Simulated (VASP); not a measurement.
# GaN (F-43m) in VASP: further runs, part 2 of 2

VASP 6.6.1.

## 3. Relaxation of cell and atoms, PBE

File INCAR:

```
PREC = Accurate
ENCUT = 600
EDIFF = 1E-6
ISMEAR = -1
SIGMA = 0.05
LREAL = False
LASPH = True
NELM = 60
ALGO = Normal
ISIF = 3
LWAVE = False
LCHARG = False
GGA = PE
IBRION = 2
NSW = 80
EDIFFG = -0.01
```

File KPOINTS:

```
Automatic mesh
0
Gamma
  10 10 10
```

File POSCAR:

```
GaN
1.0
    0.0000000000      2.2535006075      2.2535006075
    2.2535006075      0.0000000000      2.2535006075
    2.2535006075      2.2535006075      0.0000000000
Ga N
1 1
Direct
    0.0000000000      0.0000000000      0.0000000000
    0.2500000000      0.2500000000      0.2500000000
```

Potentials or basis: VASP PAW PBE potentials, release 64 (Ga_d, N).

The run is started by

```console
> cat potpaw_PBE.64/Ga_d/POTCAR potpaw_PBE.64/N/POTCAR > POTCAR
> mpirun -np 1 vasp_std > vasp.out
```

OUTCAR:

```text
PREC = Accurate
   ENCUT = 600
   EDIFF = 1E-6
   ISMEAR = -1
   LREAL = False
   LASPH = True
   NELM = 60
   ISIF = 3
   GGA = PE
   IBRION = 2
   NSW = 80
   EDIFFG = -0.01

 ion  position               nearest neighbor table
   1  0.000  0.000  0.000-   2 1.95   2 1.95   2 1.95   2 1.95
   2  0.250  0.250  0.250-   1 1.95   1 1.95   1 1.95   1 1.95

  LATTYP: Found a face centered cubic cell.
 ALAT       =     4.5070012150

  Lattice vectors:

 A1 = (   0.0000000000,   2.2535006075,   2.2535006075)
 A2 = (   2.2535006075,   0.0000000000,   2.2535006075)
 A3 = (   2.2535006075,   2.2535006075,   0.0000000000)

Analysis of symmetry for initial positions (statically):
=====================================================================
 Subroutine PRICEL returns:
[... 258 lines left out ...]
 fundamental gap:      1.5482967185
 Fermi energy:         5.8081521806

 k-point     1 :       0.0000    0.0000    0.0000
  band No.  band energies     occupation
      1     -10.7161      2.00000
      2      -8.4335      2.00000
      3      -8.4335      2.00000
      4      -8.4335      2.00000
      5      -8.1405      2.00000
      6      -8.1405      2.00000
      7       4.9888      2.00000
      8       4.9888      2.00000
      9       4.9888      2.00000
     10       6.5371      0.00000
     11      15.1197      0.00000
     12      15.1197      0.00000
     13      15.1197      0.00000
[... 354 lines left out ...]
  band No.  band energies     occupation
      1      -9.8377      2.00000
      2      -8.3096      2.00000
      3      -8.2270      2.00000
      4      -8.2268      2.00000
      5      -8.0845      2.00000
      6      -7.1840      2.00000
      7       0.0290      2.00000
      8       2.6001      2.00000
      9       2.9144      2.00000
     10       9.4038      0.00000
     11      11.9354      0.00000
     12      15.6610      0.00000
     13      17.6058      0.00000

 [... further k-points ...]
[... 5 lines left out ...]
  --------------------------------------------------------------------------------------
  -------------------------------------------------------------------------------------
  Total       -0.0120223     -0.0120223     -0.0120223     -0.0000000     -0.0000000      0.0000000
  in kB       -0.8189179     -0.8189179     -0.8189179     -0.0000000     -0.0000000      0.0000000
  external PRESSURE =      -0.8189179 kB  Pullay stress =       0.0000000 kB
[... 17 lines left out ...]
  FREE ENERGIE OF THE ION-ELECTRON SYSTEM (eV)
  ---------------------------------------------------
  free  energy   TOTEN  =       -12.1541660454 eV

  energy  without entropy=      -12.1541660438  energy(sigma->0) =      -12.15416604

 reached required accuracy - stopping structural energy minimisation
```

OSZICAR:

```text
N       E                     dE             d eps       ncg     rms          rms(c)
DAV:   1     0.918927211291E+02    0.91893E+02   -0.10580E+04  1331   0.271E+03
DAV:   2    -0.652396504237E+01   -0.98417E+02   -0.93524E+02  1387   0.378E+02
[... 23 lines left out ...]
DAV:   1    -0.122347691959E+02   -0.87194E-01   -0.10724E+00  1447   0.285E+01    0.174E+00
DAV:   2    -0.121712760611E+02    0.63493E-01   -0.10777E-01  1502   0.109E+01    0.773E-01
DAV:   3    -0.121561614030E+02    0.15115E-01   -0.17410E-02  1502   0.504E+00    0.198E-01
DAV:   4    -0.121541613836E+02    0.20000E-02   -0.22831E-03  1592   0.785E-01    0.133E-02
DAV:   5    -0.121541682887E+02   -0.69051E-05   -0.13846E-04  1457   0.176E-01    0.140E-02
DAV:   6    -0.121541660201E+02    0.22686E-05   -0.34074E-06  1303   0.241E-02    0.918E-03
DAV:   7    -0.121541660454E+02   -0.25301E-07   -0.13846E-06   901   0.194E-02
   3 F= -.12154166E+02 E0= -.12154166E+02  d E =-.947007E-02
```

CONTCAR:

```text
GaN
   1.00000000000000
     0.0000000000000000    2.2741014803288930    2.2741014803288930
     2.2741014803288930    0.0000000000000000    2.2741014803288930
     2.2741014803288930    2.2741014803288930    0.0000000000000000
  Ga              N
     1     1
Direct
     0.0000000000000000    0.0000000000000000    0.0000000000000000
     0.2500000000000000    0.2500000000000000    0.2500000000000000

  0.00000000E+00  0.00000000E+00  0.00000000E+00
  0.00000000E+00  0.00000000E+00  0.00000000E+00
```

Run time: 29 s. Hardware: 1 thread of Intel Xeon Platinum 8559C (Emerald Rapids), shared host; peak memory 0.17 GiB.

Results:

```yaml
Free_energy: -12.1542 eV
Relaxed_volume: 11.76 Å³/atom
Relaxed_cell: a = 3.216 Å, b = 3.216 Å, c = 3.216 Å, α = 60.00°, β = 60.00°, γ = 60.00°
Space_group_after_relaxing_to_0.05_Å: F-43m (No. 216)
Energy_gained_by_relaxing: 4.7 meV/atom
Ionic_steps: 3
Pressure_after_relaxing: -0.1 GPa
Band_gap_on_the_k_mesh: 1.55 eV, direct
```

Step by step:
| step | energy change (eV) | largest force (eV/Å) | pressure (GPa) | volume (Å³) |
| --- | --- | --- | --- | --- |
| 1 | 0.0000 | 0.0000 | 4.92 | 22.89 |
| 2 | -0.0029 | 0.0000 | -3.73 | 24.07 |
| 3 | -0.0095 | 0.0000 | -0.08 | 23.52 |

Final structure:
```yaml
crystal:
  lattice:
    - [0.00000, 2.27410, 2.27410]
    - [2.27410, 0.00000, 2.27410]
    - [2.27410, 2.27410, 0.00000]
  atoms:
    - { symbol: Ga, position: [0.00000, 0.00000, 0.00000] }
    - { symbol: N, position: [0.25000, 0.25000, 0.25000] }
```

## 4. Relaxation of cell and atoms, PBEsol

File INCAR:

```
  PREC = Accurate
  ENCUT = 600
  EDIFF = 1E-6
  ISMEAR = -1
  SIGMA = 0.05
  LREAL = F
  LASPH = T
  NELM = 60
  ALGO = Normal
  ISIF = 3
  LWAVE = F
  LCHARG = F
  GGA = PS
  IBRION = 2
  NSW = 80
  EDIFFG = -0.01
```

File KPOINTS:

```
regular mesh
0
Gamma
  10 10 10
```

POSCAR is that of step 3.

The run is started by

```console
> cat potpaw_PBE.64/Ga_d/POTCAR potpaw_PBE.64/N/POTCAR > POTCAR
> mpirun -np 1 vasp_std > vasp.out
```

It took 38 s on 1 thread of Intel Xeon Platinum 8559C (Emerald Rapids), shared host; peak memory 0.17 GiB.

The run converged. Its results:

* Free energy: -13.1246 eV
* Relaxed volume: 11.35 Å³/atom
* Relaxed cell: a = 3.178 Å, b = 3.178 Å, c = 3.178 Å, α = 60.00°, β = 60.00°, γ = 60.00°
* Space group after relaxing (to 0.05 Å): F-43m (No. 216)
* Energy gained by relaxing: 0.4 meV/atom
* Ionic steps: 5
* Pressure after relaxing: 0.1 GPa
* Band gap on the k mesh: 1.74 eV, direct

Step by step:
```csv
step,energy change (eV),largest force (eV/Å),pressure (GPa),volume (Å³)
1,0.0000,0.0000,-1.51,22.89
2,-0.0001,0.0000,1.75,22.53
3,-0.0008,0.0000,-0.15,22.70
4,-0.0008,0.0000,0.18,22.69
5,-0.0008,0.0000,0.09,22.69
```

Final structure:
```xyz
2
Lattice="0.0000 2.2471 2.2471 2.2471 0.0000 2.2471 2.2471 2.2471 0.0000" Properties=species:S:1:pos:R:3 pbc="T T T"
Ga    0.0000    0.0000    0.0000
N     1.1235    1.1235    1.1235
```

Levels at points of the mesh, in eV from the valence-band top:
```tsv
k point	band 5	band 6	band 7	band 8	band 9	band 10	band 11	band 12	band 13
(0.00, 0.00, 0.00)	-13.08	-13.08	0.00	0.00	0.00	1.74	10.26	10.26	10.26
(0.50, 0.00, 0.00)	-13.03	-11.83	-7.17	-0.99	-0.99	4.62	8.67	10.31	10.31
(0.50, 0.50, 0.00)	-13.00	-11.40	-6.22	-2.76	-2.76	3.23	6.61	11.64	13.97
```

Caveat: the PAW data sets were made with another functional, which shifts forces and pressure a little.

## 5. Summary

```csv
level,potentials or basis,gap on the mesh (eV),pressure (GPa),relaxed volume (Å³/atom)
LDA,"VASP PAW LDA potentials, release 64 (Ga_d, N)",1.94,0.0,11.11
PBE,"VASP PAW PBE potentials, release 64 (Ga_d, N)",1.55,-0.1,11.76
PBEsol,"VASP PAW PBE potentials, release 64 (Ga_d, N)",1.74,0.1,11.35
```

Alike in all rows: task relaxation of cell and atoms; no spin polarisation; cell relaxed; k mesh 10 × 10 × 10; cutoff (eV) 600; smearing fermi-dirac 0.05 eV.

Caveats: the PAW data sets were made with another functional, which shifts forces and pressure a little (some runs).

Absolute energies hang on the potentials; compare differences alone.
